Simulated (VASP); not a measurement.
# KZnF3 (Pm-3m) in VASP: single point with PBE

Aim: the single point of KZnF3 with PBE.

Everything below comes from runs of VASP 6.6.1. Logs are shortened: lines on timing, memory, paths and dates and some standing lists are left out, and cuts for length are marked.

## Step 1: The cell of the first run

Symmetry: Pm-3m, No. 221, cubic system. The conventional cell has a = 4.127 Å, b = 4.127 Å, c = 4.127 Å, α = 90.00°, β = 90.00°, γ = 90.00°. Within 3.8 Å of K (site symmetry m-3m) lie 12 F at 2.92 Å and 8 Zn at 3.57 Å. Zn (site symmetry m-3m) has 6 F at 2.06 Å within 2.7 Å. F (site symmetry 4/mmm) has 2 Zn at 2.06 Å within 2.7 Å.

## Step 2: Single point, PBE

The input, POSCAR:

```
KZnF3
1.0
    4.1273411201      0.0000000000      0.0000000000
    0.0000000000      4.1273411201      0.0000000000
    0.0000000000      0.0000000000      4.1273411201
K Zn F
1 1 3
Direct
    0.0000000000      0.0000000000      0.0000000000
    0.5000000000      0.5000000000      0.5000000000
    0.0000000000      0.5000000000      0.5000000000
    0.5000000000      0.0000000000      0.5000000000
    0.5000000000      0.5000000000      0.0000000000
```

The input, INCAR.step1:

```
SYSTEM = KZnF3
ALGO = Normal ; EDIFF = 1E-7
ENCUT = 520 ; GGA = PE
ISIF = 2 ; ISMEAR = 0
LASPH = .True. ; LCHARG = .True.
LREAL = .False. ; LWAVE = .False.
NBANDS = 29 ; NELM = 60
PREC = Accurate ; SIGMA = 0.02
```

The input, KPOINTS.step1:

```
k-points
0
Gamma
  6 6 6
  0 0 0
```

The input, INCAR.step2:

```
SYSTEM = KZnF3
ALGO = Normal ; EDIFF = 1E-7
ENCUT = 520 ; GGA = PE
ICHARG = 11 ; ISIF = 2
ISMEAR = -5 ; LASPH = .True.
LCHARG = .False. ; LORBIT = 11
LREAL = .False. ; LWAVE = .False.
NEDOS = 1001 ; NELM = 60
PREC = Accurate ; SIGMA = 0.02
```

The input, KPOINTS.step2:

```
k-points
0
Gamma
  9 9 9
  0 0 0
```

Potentials or basis: VASP PAW PBE potentials, release 64 (K_sv, Zn, F).

Command:

```bash
$ cat potpaw_PBE.64/K_sv/POTCAR potpaw_PBE.64/Zn/POTCAR potpaw_PBE.64/F/POTCAR > POTCAR
$ cp INCAR.step1 INCAR
$ cp KPOINTS.step1 KPOINTS
$ mpirun -np 1 vasp_std > vasp.out
$ cp INCAR.step2 INCAR
$ cp KPOINTS.step2 KPOINTS
$ mpirun -np 1 vasp_std > vasp.out
```

OUTCAR:

```text
SYSTEM = KZnF3
   EDIFF = 1E-7
   ENCUT = 520
   GGA = PE
   ICHARG = 11
   ISIF = 2
   ISMEAR = -5
   LASPH = .True.
   LORBIT = 11
   LREAL = .False.
   NELM = 60
   PREC = Accurate

 ion  position               nearest neighbor table
   1  0.000  0.000  0.000-
   2  0.500  0.500  0.500-   3 2.06   4 2.06   5 2.06   5 2.06   4 2.06   3 2.06
   3  0.000  0.500  0.500-   2 2.06   2 2.06
   4  0.500  0.000  0.500-   2 2.06   2 2.06
   5  0.500  0.500  0.000-   2 2.06   2 2.06

  LATTYP: Found a simple cubic cell.
 ALAT       =     4.1273411201

  Lattice vectors:

 A1 = (   4.1273411201,   0.0000000000,   0.0000000000)
 A2 = (   0.0000000000,   4.1273411201,   0.0000000000)
 A3 = (   0.0000000000,   0.0000000000,   4.1273411201)

Analysis of symmetry for initial positions (statically):
=====================================================================
 Subroutine PRICEL returns:
 Original cell was already a primitive cell.

 Routine SETGRP: Setting up the symmetry group for a
 simple cubic supercell.

 Subroutine GETGRP returns: Found 48 space group operations
 (whereof 48 operations were pure point group operations)
 out of a pool of 48 trial point group operations.

The static configuration has the point symmetry O_h .

Analysis of symmetry for dynamics (positions and initial velocities):
=====================================================================
 Subroutine PRICEL returns:
 Original cell was already a primitive cell.

 Routine SETGRP: Setting up the symmetry group for a
 simple cubic supercell.

 Subroutine GETGRP returns: Found 48 space group operations
 (whereof 48 operations were pure point group operations)
 out of a pool of 48 trial point group operations.

The dynamic configuration has the point symmetry O_h .

 Subroutine INISYM returns: Found 48 space group operations
 (whereof 48 operations are pure point group operations),
 and found     1 'primitive' translations

----------------------------------------------------------------------------------------

                                     Primitive cell

  volume of cell :      70.3090

  direct lattice vectors                    reciprocal lattice vectors
     4.127341120  0.000000000  0.000000000     0.242286734  0.000000000  0.000000000
     0.000000000  4.127341120  0.000000000     0.000000000  0.242286734  0.000000000
     0.000000000  0.000000000  4.127341120     0.000000000  0.000000000  0.242286734

  length of vectors
     4.127341120  4.127341120  4.127341120     0.242286734  0.242286734  0.242286734

  position of ions in fractional coordinates (direct lattice)
     0.000000000  0.000000000  0.000000000
     0.500000000  0.500000000  0.500000000
     0.000000000  0.500000000  0.500000000
     0.500000000  0.000000000  0.500000000
     0.500000000  0.500000000  0.000000000

  ion indices of the primitive-cell ions
   primitive index   ion index
                 1           1
                 2           2
                 3           3
                 4           4
                 5           5

----------------------------------------------------------------------------------------

 KPOINTS: k-points

Automatic generation of k-mesh.
 Grid dimensions read from file:
 generate k-points for:    9    9    9

 Generating k-lattice:

  Cartesian coordinates                     Fractional coordinates (reciprocal lattice)
     0.026920748  0.000000000  0.000000000     0.111111111  0.000000000  0.000000000
     0.000000000  0.026920748  0.000000000     0.000000000  0.111111111  0.000000000
     0.000000000  0.000000000  0.026920748     0.000000000  0.000000000  0.111111111

  Length of vectors
     0.026920748  0.026920748  0.026920748

  Shift w.r.t. Gamma in fractional coordinates (k-lattice)
     0.000000000  0.000000000  0.000000000

 TETIRR: Found    353 inequivalent tetrahedra from     4374

 Subroutine IBZKPT returns following result:
 ===========================================

 Found     35 irreducible k-points:

 Following reciprocal coordinates:
            Coordinates               Weight
  0.000000  0.000000  0.000000      1.000000
  0.111111  0.000000  0.000000      6.000000
  0.222222  0.000000  0.000000      6.000000
  0.333333  0.000000  0.000000      6.000000
  0.444444  0.000000  0.000000      6.000000
  0.111111  0.111111  0.000000     12.000000
[... 16 lines left out ...]
  0.333333  0.333333  0.111111     24.000000
  0.444444  0.333333  0.111111     48.000000
 [... further k-points ...]
   k-points           NKPTS =     35   k-points in BZ     NKDIM =     35   number of bands    NBANDS=     25
   number of dos      NEDOS =   1001   number of ions     NIONS =      5
   total plane-waves  NPLWV =  32768
   dimension x,y,z NGX =    32 NGY =   32 NGZ =   32
   dimension x,y,z NGXF=    64 NGYF=   64 NGZF=   64
   ions per type =               1   1   3
   NGX,Y,Z   is equivalent  to a cutoff of  12.89, 12.89, 12.89 a.u.
   NGXF,Y,Z  is equivalent  to a cutoff of  25.78, 25.78, 25.78 a.u.
 SYSTEM =  KZnF3
   PREC   = accura    normal or accurate (medium, high low for compatibility)
   ISTART =      0    job   : 0-new  1-cont  2-samecut
   ICHARG =     11    charge: 1-file 2-atom 10-const
   ISPIN  =      1    spin polarized calculation?
   LNONCOLLINEAR =      F non collinear calculations
   LSORBIT =      F    spin-orbit coupling
   LASPH  =      T    aspherical Exc in radial PAW
   ENCUT  =  520.0 eV  38.22 Ry    6.18 a.u.   7.67  7.67  7.67*2*pi/ulx,y,z
   NELM   =     60;   NELMIN=  2; NELMDL=  0     # of ELM steps
   EDIFF  = 0.1E-06   stopping-criterion for ELM
   LREAL  =      F    real-space projection
   EDIFFG = 0.1E-05   stopping-criterion for IOM
   NSW    =      0    number of steps for IOM
   IBRION =     -1    ionic relax: 0-MD 1-quasi-New 2-CG
   NFREE  =      0    steps in history (QN), initial steepest desc. (CG)
   ISIF   =      2    stress and relaxation
   ISYM   =      2    0-nonsym 1-usesym 2-fastsym
   POTIM  = 0.5000    time-step for ionic-motion
   TEBEG  =    0.0;   TEEND  =   0.0 temperature during run
   PSTRESS=    0.0 pullay stress
   NELECT =      42.0000    total number of electrons
   NUPDOWN=      -1.0000    fix difference up-down
   EMIN   =  10.00;   EMAX   =-10.00  energy-range for DOS
   EFERMI =   0.00;   METHOD = LEGACY
   ISMEAR =    -5;   SIGMA  =   0.02  broadening in eV -4-tet -1-fermi 0-gaus
   EFERMI_NEDOS =   21; number of points for ismear=-14 and -15
   IALGO  =     38    algorithm
   IMIX   =      4    mixing-type and parameters
     AMIX     =   0.40;   BMIX     =  1.00
     AMIX_MAG =   1.60;   BMIX_MAG =  1.00
  volume/ion in A,a.u.               =      14.06        94.89
  Fermi-wavevector in a.u.,A,eV,Ry     =   1.378756  2.605472 25.864259  1.900969
  Thomas-Fermi vector in A             =   2.503789
   LORBIT       =     11    0 simple, 1 ext, 2 COOP (PROOUT), +10 PAW based schemes
   GGA     = PE    functional components
   LHFCALC =     F    Hartree Fock is set to
   AEXX    =    0.0000 exact exchange contribution
   IVDW    =     0    specifies the selected vdW correction
   LEPSILON=     F    determine dielectric tensor
   LRPA    =     F    only Hartree local field effects (RPA)
 non-spin polarized calculation
 Fermi weights with tetrahedron method with Bloechl corrections
  energy-cutoff  :      520.00
  volume of cell :       70.31
 maximum number of plane-waves:      1916
 NGX is ok and might be reduce to    32

 number of electron      41.9999991 magnetization

 Free energy of the ion-electron system (eV)
  ---------------------------------------------------
  ext. energy  EPLUGINS =         0.00000000
  ---------------------------------------------------
  free energy    TOTEN  =       -20.33205706 eV

  energy without entropy =      -20.33205706  energy(sigma->0) =      -20.33205706

 E-fermi :  -1.3709     XC(G=0):  -9.5891

 val. band max:       -1.3889744286   @ k =   0.4444   0.4444   0.0000
 cond. band min:       2.3294632521   @ k =   0.0000   0.0000   0.0000
 fundamental gap:      3.7184376807
 Fermi energy:        -1.3709368077

 k-point     1 :       0.0000    0.0000    0.0000
  band No.  band energies     occupation
      1     -28.2334      2.00000
      2     -22.4698      2.00000
      3     -21.9179      2.00000
      4     -21.9179      2.00000
      5     -11.7116      2.00000
      6     -11.7116      2.00000
[... 17 lines left out ...]
     24       7.6027      0.00000
     25       7.9433      0.00000

 k-point     2 :       0.1111    0.0000    0.0000
  band No.  band energies     occupation
      1     -28.2316      2.00000
      2     -22.4573      2.00000
      3     -21.9297      2.00000
      4     -21.9171      2.00000
      5     -11.7126      2.00000
      6     -11.7077      2.00000
[... 17 lines left out ...]
     24       7.6991      0.00000
     25       8.0620      0.00000

 k-point     3 :       0.2222    0.0000    0.0000
  band No.  band energies     occupation
      1     -28.2269      2.00000
      2     -22.4200      2.00000
      3     -21.9625      2.00000
      4     -21.9156      2.00000
      5     -11.7150      2.00000
      6     -11.6975      2.00000
[... 552 lines left out ...]
 k-point    23 :       0.3333    0.3333    0.1111
  band No.  band energies     occupation
      1     -28.2110      2.00000
      2     -22.2463      2.00000
      3     -22.0243      2.00000
      4     -21.9782      2.00000
      5     -11.7612      2.00000
      6     -11.7360      2.00000
[... 17 lines left out ...]
     24       8.6106      0.00000
     25       9.4384      0.00000

 k-point    24 :       0.4444    0.3333    0.1111
  band No.  band energies     occupation
      1     -28.2083      2.00000
      2     -22.1972      2.00000
      3     -22.0511      2.00000
      4     -21.9901      2.00000
      5     -11.7668      2.00000
      6     -11.7528      2.00000
[... 17 lines left out ...]
     24       8.7374      0.00000
     25       9.2013      0.00000

 [... further k-points ...]
[... 5 lines left out ...]
  --------------------------------------------------------------------------------------
  -------------------------------------------------------------------------------------
  Total        0.1039698      0.1039698      0.1039698     -0.0000000     -0.0000000     -0.0000000
  in kB        2.3692261      2.3692261      2.3692261     -0.0000000     -0.0000000     -0.0000000
  external PRESSURE =       2.3692261 kB  Pullay stress =       0.0000000 kB

 VOLUME and BASIS-vectors are now :
 -----------------------------------------------------------------------------
  energy-cutoff  :      520.00
  volume of cell :       70.31
      direct lattice vectors                 reciprocal lattice vectors
     4.127341120  0.000000000  0.000000000     0.242286734  0.000000000  0.000000000
     0.000000000  4.127341120  0.000000000     0.000000000  0.242286734  0.000000000
     0.000000000  0.000000000  4.127341120     0.000000000  0.000000000  0.242286734

 POSITION                                       TOTAL-FORCE (eV/Angst)
 -----------------------------------------------------------------------------------
      0.00000      0.00000      0.00000         0.000000      0.000000      0.000000
      2.06367      2.06367      2.06367         0.000000      0.000000      0.000000
      0.00000      2.06367      2.06367         0.000000      0.000000      0.000000
      2.06367      0.00000      2.06367         0.000000      0.000000      0.000000
      2.06367      2.06367      0.00000         0.000000      0.000000      0.000000
 -----------------------------------------------------------------------------------
    total drift:                                0.000000     -0.000000     -0.000000

  FREE ENERGIE OF THE ION-ELECTRON SYSTEM (eV)
  ---------------------------------------------------
  free  energy   TOTEN  =       -20.3320570592 eV

  energy  without entropy=      -20.3320570592  energy(sigma->0) =      -20.33205706

 total charge

# of ion       s       p       d       tot
------------------------------------------
    1        1.953   5.587   0.020   7.560
    2        0.327   0.334   9.930  10.591
    3        1.733   4.354   0.000   6.087
    4        1.733   4.354   0.000   6.087
    5        1.733   4.354   0.000   6.087
--------------------------------------------------
tot          7.480  18.983   9.950  36.413
```

Run time: 26 s. Hardware: 1 thread of Intel Xeon 6975P-C (Granite Rapids), shared host; peak memory 0.2 GiB.

What came out:

```yaml
Valence_electrons_inside_the_program's_atomic_spheres: K 7.56; Zn 10.59; F 6.09
```

Levels at points of the mesh, in eV from the valence-band top:
```csv
k point,band 17,band 18,band 19,band 20,band 21,band 22,band 23,band 24,band 25
"(0.00, 0.00, 0.00)",-1.64,-1.64,-1.47,-1.47,-1.47,3.72,8.99,8.99,9.33
```
